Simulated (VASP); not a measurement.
The system is CsBr.

```
CELL_PARAMETERS angstrom
4.31960 0.00000 0.00000
0.00000 4.31960 0.00000
0.00000 0.00000 4.31960
ATOMIC_POSITIONS crystal
Cs 0.00000 0.00000 0.00000
Br 0.50000 0.50000 0.50000
```

Base run:

- Program: VASP 6.6.1
- Functional: r2SCAN
- Potentials or basis: VASP PAW PBE potentials, release 64 (Cs_sv, Br)
- Cutoff: 550 eV
- k mesh: 6 × 6 × 6
- Occupations: gaussian, width 0.01 eV
- Spin: no spin polarisation

Its results: band gap on the k mesh 5.19 eV; pressure 0.1 GPa.

Task: The run is repeated on the same cell with these changes: functional from r2SCAN to HSE06; cutoff from 550 eV to 400 eV; k mesh from 6 × 6 × 6 to 4 × 4 × 4. What comes out?

Result: Band gap on the k mesh 5.60 eV (least direct gap 5.60 eV); pressure 0.4 GPa.

Several settings changed at once.

Caveats: the PAW data sets were made with another functional, which shifts forces and pressure a little; spin-orbit coupling is left out, which moves the levels of the heavy elements.

A k mesh can miss the band edges.
